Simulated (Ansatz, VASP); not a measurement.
**ZnS: VASP beside Ansatz**

Contents of INCAR:

```
SYSTEM = ZnS
  PREC = Accurate
  ENCUT = 500
  EDIFF = 1E-6
  ISMEAR = 0
  SIGMA = 0.01
  LREAL = .FALSE.
  LASPH = .TRUE.
  NELM = 120
  ALGO = Normal
  ISIF = 2
  LWAVE = .FALSE.
  LCHARG = .FALSE.
  NBANDS = 46
  GGA_COMPAT = .FALSE.
```

File KPOINTS:

```
regular mesh
0
G
  2 4 2
  0 0 0
```

The input POSCAR:

```
ZnS
1.0
    7.6220000000      0.0000000000      0.0000000000
   -1.9055000000      3.3004228138      0.0000000000
    0.0000000000      0.0000000000      6.2340000000
Zn S
4 4
Direct
    0.1666666667      0.6666666667      0.0000000000
    0.3333333333      0.3333333333      0.5000000000
    0.6666666667      0.6666666667      0.0000000000
    0.8333333333      0.3333333333      0.5000000000
    0.1666666667      0.6666666667      0.3850000000
    0.3333333333      0.3333333333      0.8850000000
    0.6666666667      0.6666666667      0.3850000000
    0.8333333333      0.3333333333      0.8850000000
```

Input for Ansatz:

```yaml
crystal:
  lattice:
    a: 3.811
    b: 3.811
    c: 6.234
    alpha: 90.0
    beta: 90.0
    gamma: 120.0
  space_group: 186
  atoms:
    - { symbol: Zn, position: [0.3333333333333333, 0.6666666666666666, 0.0] }
    - { symbol: S, position: [0.3333333333333333, 0.6666666666666666, 0.385] }
  supercell: [2, 1, 1]
basis:
  ecutwfc: 653.073269903712
kpoints:
  mp_grid:
    grid: [2, 4, 2]
hamiltonian:
  xc: lda
scf:
  occupations:
    method: fixed
output:
  core_levels:
    shells:
      S: "2p"
      Zn: "2p"
    eps_inf: 8.0
```

Alike in both runs: task single point; functional LDA; k mesh 2 × 4 × 2; no spin polarisation.

|  | VASP | Ansatz |
| --- | --- | --- |
| version | VASP 6.6.1 | Ansatz 0.2.0 |
| potentials or method | VASP PAW LDA potentials, release 64 (Zn, S), cutoff 500 eV | plane waves, PAW |
| occupations | gaussian, width 0.01 eV | fixed |
| valence electrons in the cell | 72 | 72 |

VASP gave:

| Quantity | Value |
| --- | --- |
| gap on the k mesh at the Fermi level (eV) | 2.01 |

**Question.** Which values does Ansatz return?

**Answer.** gap on the k mesh at the Fermi level (eV): 1.98.

LDA's correlation is that of Perdew and Zunger in VASP and of Perdew and Wang (1992) in Ansatz.

The k mesh is coarse, so the values compare programs but aren't converged.
